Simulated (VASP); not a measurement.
MoH3, 4 atoms in the cell. The structure is orthorhombic, space group Cmmm (No. 65). The conventional cell has a = 2.660 Å, b = 4.604 Å, c = 4.895 Å, α = 90.00°, β = 90.00°, γ = 90.00°. Within 1.6 Å of H (site symmetry mm2) lie 3 H at 1.20 to 1.46 Å. H (site symmetry mmm) has 4 H at 1.46 Å within 1.9 Å. Mo (site symmetry mmm) has 2 H at 1.85 Å within 2.5 Å. 

- Program: VASP 6.6.1
- Task: single point
- Functional: PBE
- Potentials or basis: VASP PAW PBE potentials, release 64 (H, Mo_sv)
- Cutoff: 500 eV
- k mesh: 5 × 5 × 3
- Occupations: gaussian, width 0.15 eV
- Spin: no spin polarisation
- Dipole correction: no
- Further INCAR settings: ALGO = Normal; EDIFF = 1e-06; NBANDS = 16

Potentials or basis: VASP PAW PBE potentials, release 64 (H, Mo_sv).

Launch:

```bash
$ cat potpaw_PBE.64/H/POTCAR potpaw_PBE.64/Mo_sv/POTCAR > POTCAR
$ mpirun -np 1 vasp_std > vasp.out
```

Hardware: 1 thread of Intel(R) Xeon(R) 6975P-C (Granite Rapids), with other jobs on the host.

Question: How long does it take, and how much memory?

Answer: Run time: 3.7 s on 1 thread of Intel(R) Xeon(R) 6975P-C (Granite Rapids) (shared host), peak memory 0.14 GiB. Counts: scf iterations 12, k points 18.
